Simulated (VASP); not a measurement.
# Tc12B (a cell with a defect) in VASP: notebook

Runs on Tc12B (a cell with a defect). Level: PBE+D3(BJ). Tasks: single point.

All numbers are computed with VASP 6.6.1; they aren't measurements. Logs are shortened: lines on timing, memory, paths and dates and some standing lists are left out, and cuts for length are marked.

**1. The cell of the first run**

The cell holds a defect, 13 atoms: a = 5.480 Å, b = 8.220 Å, c = 4.395 Å, α = 90.00°, β = 90.00°, γ = 120.00°.

**2. Single point, PBE+D3(BJ)**

The input, INCAR:

```
SYSTEM = Tc12B
PREC     = Accurate       ! precision mode
ENCUT    = 520            ! plane-wave cutoff, eV
EDIFF    = 1E-7           ! SCF threshold, eV
ISMEAR   = -1             ! smearing method
SIGMA    = 0.1            ! smearing width, eV
LREAL    = .FALSE.        ! projectors in reciprocal space
LASPH    = .TRUE.         ! aspherical terms in the spheres
NELM     = 80             ! most SCF steps
ALGO     = Normal         ! electronic algorithm
ISIF     = 2              ! what is computed and relaxed
LWAVE    = .FALSE.        ! write WAVECAR
LCHARG   = .TRUE.         ! write CHGCAR
GGA      = PE             ! functional
IVDW     = 12             ! dispersion correction
LVHAR    = .TRUE.       
NBANDS   = 92             ! bands
KPAR     = 2
```

The input, KPOINTS:

```
regular mesh
0
G
  4 3 4
  0 0 0
```

The input, POSCAR:

```
Tc12B
1.0
    5.4800000000      0.0000000000      0.0000000000
   -4.1100000000      7.1187290000      0.0000000000
    0.0000000000      0.0000000000      4.3949600000
Tc B
12 1
Direct
    0.0094054685     -0.0013766502     -0.0195678686
    0.1985137391      0.2154879052      0.4880818028
    0.0017164707      0.3309017663      0.0061661540
    0.1794576918      0.5303474820      0.4631669003
    0.0070028955      0.6497508193      0.0213198755
    0.1401676137      0.8876444096      0.4573192930
    0.5177356084      0.0160562370     -0.0022980869
    0.6678197004      0.2143922040      0.4930192766
    0.5087694086      0.3195514255     -0.0217521889
    0.6912257669      0.5368654994      0.4977292171
    0.5398513263      0.6503127173      0.0185212152
    0.6935525344      0.8823766153      0.4671942407
    0.3488076511      0.7742252866      0.7355243279
```

Potentials or basis: VASP PAW PBE potentials, release 64 (Tc_pv, B).

Launch:

```
$ cat potpaw_PBE.64/Tc_pv/POTCAR potpaw_PBE.64/B/POTCAR > POTCAR
$ mpirun -np 2 vasp_std > vasp.out
```

OUTCAR:

```text
SYSTEM = Tc12B
   PREC = Accurate
   ENCUT = 520
   EDIFF = 1E-7
   ISMEAR = -1
   LREAL = .FALSE.
   LASPH = .TRUE.
   NELM = 80
   ISIF = 2
   GGA = PE
   IVDW = 12
 IVDW          = 12

 ion  position               nearest neighbor table
   1  0.009  0.999  0.980-   6 2.53  12 2.61   2 2.66   9 2.69   6 2.70  12 2.71   2 2.72   7 2.72
                            11 2.73   3 2.75   7 2.77   5 2.87
   2  0.199  0.215  0.488-   6 2.55   8 2.58   9 2.61   4 2.64   1 2.66  10 2.67   9 2.68   1 2.72
                             3 2.75  12 2.75   3 2.88   8 2.90
   3  0.002  0.331  0.006-   4 2.46   5 2.61   7 2.62   9 2.66   8 2.66   2 2.75   1 2.75   8 2.76
                             4 2.78  11 2.80   9 2.83   2 2.88
   4  0.179  0.530  0.463-  13 2.11   3 2.46   5 2.56  11 2.60   2 2.64  10 2.71   8 2.71   3 2.78
                            10 2.78  12 2.86   5 2.97  11 2.98   6 3.05
   5  0.007  0.650  0.021-  13 2.05   4 2.56  11 2.56   6 2.57  10 2.58   3 2.61   9 2.73  10 2.75
                             1 2.87   7 2.91  11 2.92   4 2.97   6 3.01
   6  0.140  0.888  0.457-  13 2.18  12 2.43   1 2.53   2 2.55   5 2.57   1 2.70   7 2.70  10 2.70
                             8 2.80   7 2.98   5 3.01   4 3.05  12 3.05
   7  0.518  0.016  0.998-  13 2.07   9 2.52   8 2.59   3 2.62   8 2.63   6 2.70   1 2.72  12 2.73
                             1 2.77   5 2.91  12 2.94   6 2.98  11 3.07
   8  0.668  0.214  0.493-   2 2.58  10 2.59   7 2.59   9 2.61   7 2.63   3 2.66   4 2.71   9 2.72
                             3 2.76   6 2.80  12 2.80   2 2.90
   9  0.509  0.320  0.978-   7 2.52   8 2.61   2 2.61  10 2.62  11 2.64   3 2.66   2 2.68   1 2.69
                             8 2.72   5 2.73  10 2.76   3 2.83
  10  0.691  0.537  0.498-   5 2.58   8 2.59  11 2.60   9 2.62   2 2.67   6 2.70   4 2.71   5 2.75
                            11 2.75   9 2.76   4 2.78  12 2.84
  11  0.540  0.650  0.019-  13 2.18   5 2.56  12 2.57   4 2.60  10 2.60   9 2.64   1 2.73  10 2.75
                             3 2.80   5 2.92  12 2.93   4 2.98   7 3.07
  12  0.694  0.882  0.467-  13 2.02   6 2.43  11 2.57   1 2.61   1 2.71   7 2.73   2 2.75   8 2.80
                            10 2.84   4 2.86  11 2.93   7 2.94   6 3.05
  13  0.349  0.774  0.736-  12 2.02   5 2.05   7 2.07   4 2.11   6 2.18  11 2.18

  LATTYP: Found a simple monoclinic cell.
 ALAT       =     5.4800000000
 B/A-ratio  =     0.8020000000
 C/A-ratio  =     1.3228756879
 COS(beta)  =    -0.1889822319

  Lattice vectors:

 A1 = (   5.4800000000,   0.0000000000,   0.0000000000)
 A2 = (   0.0000000000,   0.0000000000,   4.3949600000)
 A3 = (  -1.3700000000,  -7.1187290000,   0.0000000000)

Analysis of symmetry for initial positions (statically):
=====================================================================
 Subroutine PRICEL returns:
 Original cell was already a primitive cell.

 Routine SETGRP: Setting up the symmetry group for a
 simple monoclinic supercell.

 Subroutine GETGRP returns: Found  1 space group operations
 (whereof  1 operations were pure point group operations)
 out of a pool of  4 trial point group operations.

The static configuration has the point symmetry C_1 .

Analysis of symmetry for dynamics (positions and initial velocities):
=====================================================================
 Subroutine PRICEL returns:
 Original cell was already a primitive cell.

 Routine SETGRP: Setting up the symmetry group for a
 simple monoclinic supercell.

 Subroutine GETGRP returns: Found  1 space group operations
 (whereof  1 operations were pure point group operations)
 out of a pool of  4 trial point group operations.

The dynamic configuration has the point symmetry C_1 .

 Subroutine INISYM returns: Found  1 space group operations
 (whereof  1 operations are pure point group operations),
 and found     1 'primitive' translations

----------------------------------------------------------------------------------------

                                     Primitive cell

  volume of cell :     171.4502

  direct lattice vectors                    reciprocal lattice vectors
     5.480000000  0.000000000  0.000000000     0.182481752  0.105355886  0.000000000
    -4.110000000  7.118729000  0.000000000     0.000000000  0.140474514  0.000000000
     0.000000000  0.000000000  4.394960000     0.000000000  0.000000000  0.227533356

  length of vectors
     5.480000000  8.220000157  4.394960000     0.210711776  0.140474514  0.227533356

  position of ions in fractional coordinates (direct lattice)
     0.009405468  0.998623350  0.980432131
     0.198513739  0.215487905  0.488081803
     0.001716471  0.330901766  0.006166154
     0.179457692  0.530347482  0.463166900
     0.007002896  0.649750819  0.021319875
     0.140167614  0.887644410  0.457319293
     0.517735608  0.016056237  0.997701913
     0.667819700  0.214392204  0.493019277
     0.508769409  0.319551426  0.978247811
     0.691225767  0.536865499  0.497729217
     0.539851326  0.650312717  0.018521215
     0.693552534  0.882376615  0.467194241
     0.348807651  0.774225287  0.735524328

  ion indices of the primitive-cell ions
   primitive index   ion index
                 1           1
                 2           2
                 3           3
                 4           4
                 5           5
                 6           6
                 7           7
                 8           8
                 9           9
                10          10
                11          11
                12          12
                13          13

----------------------------------------------------------------------------------------

 KPOINTS: regular mesh

Automatic generation of k-mesh.
 Grid dimensions read from file:
 generate k-points for:    4    3    4

 Generating k-lattice:

  Cartesian coordinates                     Fractional coordinates (reciprocal lattice)
     0.045620438  0.026338971  0.000000000     0.250000000  0.000000000  0.000000000
     0.000000000  0.046824838  0.000000000     0.000000000  0.333333333  0.000000000
     0.000000000  0.000000000  0.056883339     0.000000000  0.000000000  0.250000000

  Length of vectors
     0.052677944  0.046824838  0.056883339

  Shift w.r.t. Gamma in fractional coordinates (k-lattice)
     0.000000000  0.000000000  0.000000000

 Subroutine IBZKPT returns following result:
 ===========================================

 Found     26 irreducible k-points:

 Following reciprocal coordinates:
            Coordinates               Weight
  0.000000  0.000000  0.000000      1.000000
  0.250000  0.000000  0.000000      2.000000
  0.500000  0.000000  0.000000      1.000000
  0.000000  0.333333  0.000000      2.000000
  0.250000  0.333333  0.000000      2.000000
  0.500000  0.333333  0.000000      2.000000
[... 16 lines left out ...]
  0.000000  0.333333  0.500000      2.000000
  0.250000  0.333333  0.500000      2.000000
 [... further k-points ...]
   k-points           NKPTS =     26   k-points in BZ     NKDIM =     26   number of bands    NBANDS=     92
   number of dos      NEDOS =    301   number of ions     NIONS =     13
   total plane-waves  NPLWV =  96768
   dimension x,y,z NGX =    42 NGY =   64 NGZ =   36
   dimension x,y,z NGXF=    84 NGYF=  128 NGZF=   72
   ions per type =              12   1
   NGX,Y,Z   is equivalent  to a cutoff of  12.74, 12.94, 13.62 a.u.
   NGXF,Y,Z  is equivalent  to a cutoff of  25.48, 25.89, 27.24 a.u.
 SYSTEM =  Tc12B
   PREC   = accura    normal or accurate (medium, high low for compatibility)
   ISTART =      0    job   : 0-new  1-cont  2-samecut
   ICHARG =      2    charge: 1-file 2-atom 10-const
   ISPIN  =      1    spin polarized calculation?
   LNONCOLLINEAR =      F non collinear calculations
   LSORBIT =      F    spin-orbit coupling
   LASPH  =      T    aspherical Exc in radial PAW
   ENCUT  =  520.0 eV  38.22 Ry    6.18 a.u.  10.19 15.28  8.17*2*pi/ulx,y,z
   NELM   =     80;   NELMIN=  2; NELMDL= -5     # of ELM steps
   EDIFF  = 0.1E-06   stopping-criterion for ELM
   LREAL  =      F    real-space projection
   EDIFFG = 0.1E-05   stopping-criterion for IOM
   NSW    =      0    number of steps for IOM
   IBRION =     -1    ionic relax: 0-MD 1-quasi-New 2-CG
   NFREE  =      0    steps in history (QN), initial steepest desc. (CG)
   ISIF   =      2    stress and relaxation
   ISYM   =      2    0-nonsym 1-usesym 2-fastsym
   POTIM  = 0.5000    time-step for ionic-motion
   TEBEG  =    0.0;   TEEND  =   0.0 temperature during run
   PSTRESS=    0.0 pullay stress
   NELECT =     159.0000    total number of electrons
   NUPDOWN=      -1.0000    fix difference up-down
   EMIN   =  10.00;   EMAX   =-10.00  energy-range for DOS
   EFERMI =   0.00;   METHOD = LEGACY
   ISMEAR =    -1;   SIGMA  =   0.10  broadening in eV -4-tet -1-fermi 0-gaus
   EFERMI_NEDOS =   21; number of points for ismear=-14 and -15
   IALGO  =     38    algorithm
   IMIX   =      4    mixing-type and parameters
     AMIX     =   0.40;   BMIX     =  1.00
     AMIX_MAG =   1.60;   BMIX_MAG =  1.00
  volume/ion in A,a.u.               =      13.19        89.00
  Fermi-wavevector in a.u.,A,eV,Ry     =   1.596472  3.016894 34.677466  2.548722
  Thomas-Fermi vector in A             =   2.694229
   LORBIT       =      0    0 simple, 1 ext, 2 COOP (PROOUT), +10 PAW based schemes
   GGA     = PE    functional components
   LHFCALC =     F    Hartree Fock is set to
   AEXX    =    0.0000 exact exchange contribution
   IVDW    =    12    specifies the selected vdW correction
   LEPSILON=     F    determine dielectric tensor
   LRPA    =     F    only Hartree local field effects (RPA)
 non-spin polarized calculation
  energy-cutoff  :      520.00
  volume of cell :      171.45
 maximum number of plane-waves:      4640
 NGX is ok and might be reduce to    42
   NGX = 21   NGY = 31   NGZ = 17

 number of electron     159.0000005 magnetization

 Free energy of the ion-electron system (eV)
  ---------------------------------------------------
  ext. energy  EPLUGINS =         0.00000000
  ---------------------------------------------------
  free energy    TOTEN  =      -130.18948408 eV

  energy without entropy =     -129.85396754  energy(sigma->0) =     -130.02172581

 E-fermi :  13.2129     XC(G=0): -13.9502

 val. band max:       13.2107237669   @ k =  -0.2500   0.3333   0.0000
 cond. band min:      13.2164263206   @ k =   0.0000   0.0000   0.5000
 fundamental gap:      0.0057025536
 Fermi energy:        13.2129240478

 k-point     1 :       0.0000    0.0000    0.0000
  band No.  band energies     occupation
      1     -26.4888      2.00000
      2     -26.3912      2.00000
      3     -26.2820      2.00000
      4     -26.2422      2.00000
      5     -26.2039      2.00000
      6     -26.1305      2.00000
[... 83 lines left out ...]
     90      15.1536      0.00000
     91      15.2832      0.00000

 k-point     2 :       0.2500    0.0000    0.0000
  band No.  band energies     occupation
      1     -26.4333      2.00000
      2     -26.3379      2.00000
      3     -26.2670      2.00000
      4     -26.2130      2.00000
      5     -26.2055      2.00000
      6     -26.1266      2.00000
[... 2151 lines left out ...]
     90      15.3302      0.00000
     91      15.4576      0.00000

 [... further k-points ...]

 [bands above 91 left out]

------------------------ aborting loop because EDIFF is reached ----------------------------------------

 Edisp (eV)   -8.19123

 E8    (eV) :    -3.7716

  FORCE on cell =-STRESS in cart. coord.  units (eV):
  Direction    XX          YY          ZZ          XY          YZ          ZX
  --------------------------------------------------------------------------------------
  -------------------------------------------------------------------------------------
  Total      14.40987    14.09654    11.63973     0.08212     0.08581    -1.54786
  in kB     134.65820   131.73014   108.77165     0.76742     0.80184   -14.46450
  external pressure =      125.05 kB  Pullay stress =        0.00 kB

 VOLUME and BASIS-vectors are now :
 -----------------------------------------------------------------------------
  energy-cutoff  :      520.00
  volume of cell :      171.45
      direct lattice vectors                 reciprocal lattice vectors
     5.480000000  0.000000000  0.000000000     0.182481752  0.105355886  0.000000000
    -4.110000000  7.118729000  0.000000000     0.000000000  0.140474514  0.000000000
     0.000000000  0.000000000  4.394960000     0.000000000  0.000000000  0.227533356

 POSITION                                       TOTAL-FORCE (eV/Angst)
 -----------------------------------------------------------------------------------
     -4.05280      7.10893      4.30896        -0.170967      0.165120     -0.568142
      0.20220      1.53400      2.14510        -1.591230      0.586077     -0.031418
     -1.35060      2.35560      0.02710         1.563306     -0.816052     -1.348396
     -1.19630      3.77540      2.03560        -0.108845      0.515962      1.763507
     -2.63210      4.62540      0.09370        -0.347597      0.627825     -1.167278
     -2.88010      6.31890      2.00990         2.840102     -0.771858      1.283668
      2.77120      0.11430      4.38486         0.600470     -1.517287     -0.022542
      2.77850      1.52620      2.16680         1.159208     -0.405599     -0.016611
      1.47470      2.27480      4.29936        -0.796933      0.518034      0.954689
      1.58140      3.82180      2.18750        -0.862341      0.619397      0.120382
      0.28560      4.62940      0.08140        -1.249547      0.342739     -1.058900
      0.17410      6.28140      2.05330        -0.812393      0.440017     -0.008619
     -1.27060      5.51150      3.23260        -0.223234     -0.304376      0.099659
 -----------------------------------------------------------------------------------
    total drift:                               -0.000051     -0.000007     -0.000153

  FREE ENERGIE OF THE ION-ELECTRON SYSTEM (eV)
  ---------------------------------------------------
  free  energy   TOTEN  =      -138.3807172051 eV

  energy  without entropy=     -138.0452006661  energy(sigma->0) =     -138.21295894
```

Wall time 7.7 min (2 MPI ranks of Intel Xeon Platinum 8259CL at 2.50GHz (Skylake/Cascade Lake), shared host); peak memory 0.46 GiB.

What came out:

```yaml
Free_energy: -138.3807 eV
Pressure: 12.5 GPa
Largest_force: 3.211 eV/Å
Band_gap_on_the_k_mesh: zero (an odd number of electrons rules out a gap without spin polarisation)
Dispersion_energy_per_atom: -0.630 eV
```

Forces on the atoms (eV/Å):
```
Tc  -0.171  0.165 -0.568
Tc  -1.591  0.586 -0.031
Tc   1.563 -0.816 -1.348
Tc  -0.109  0.516  1.764
Tc  -0.348  0.628 -1.167
Tc   2.840 -0.772  1.284
Tc   0.600 -1.517 -0.023
Tc   1.159 -0.406 -0.017
Tc  -0.797  0.518  0.955
Tc  -0.862  0.619  0.120
Tc  -1.250  0.343 -1.059
Tc  -0.812  0.440 -0.009
B   -0.223 -0.304  0.100
```

Caveat: the atoms stand as in a frame of molecular dynamics.

(Continued in part 2 of 2.)
